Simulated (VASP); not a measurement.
AgBr, 2 atoms in the cell. It takes space group Fm-3m (No. 225, cubic). The conventional cell has a = 5.784 Å, b = 5.784 Å, c = 5.784 Å, α = 90.00°, β = 90.00°, γ = 90.00°. Within 3.8 Å of Ag (site symmetry m-3m) lie 6 Br at 2.89 Å. Within 3.8 Å of Br (site symmetry m-3m) lie 6 Ag at 2.89 Å. 

- Program: VASP 6.6.1
- Task: single point
- Functional: PBEsol
- Potentials or basis: VASP PAW PBE potentials, release 64 (Ag, Br)
- Cutoff: 500 eV
- k mesh: 8 × 8 × 8
- Occupations: fermi-dirac, width 0.03 eV
- Spin: no spin polarisation
- Dipole correction: no
- Further INCAR settings: ALGO = Normal; EDIFF = 1e-06; NBANDS = 16

Potentials or basis: VASP PAW PBE potentials, release 64 (Ag, Br).

Launch:

```bash
$ cat potpaw_PBE.64/Ag/POTCAR potpaw_PBE.64/Br/POTCAR > POTCAR
$ mpirun -np 1 vasp_std > vasp.out
```

Hardware: 1 thread of Intel(R) Xeon(R) Platinum 8375C CPU @ 2.90GHz (Ice Lake), with other jobs on the host.

Problem. How long does it take, and how much memory?

Solution. It took 16 s on 1 thread of Intel(R) Xeon(R) Platinum 8375C CPU @ 2.90GHz (Ice Lake), on a shared host, peak memory 0.17 GiB. Counts: scf iterations 12, k points 29.
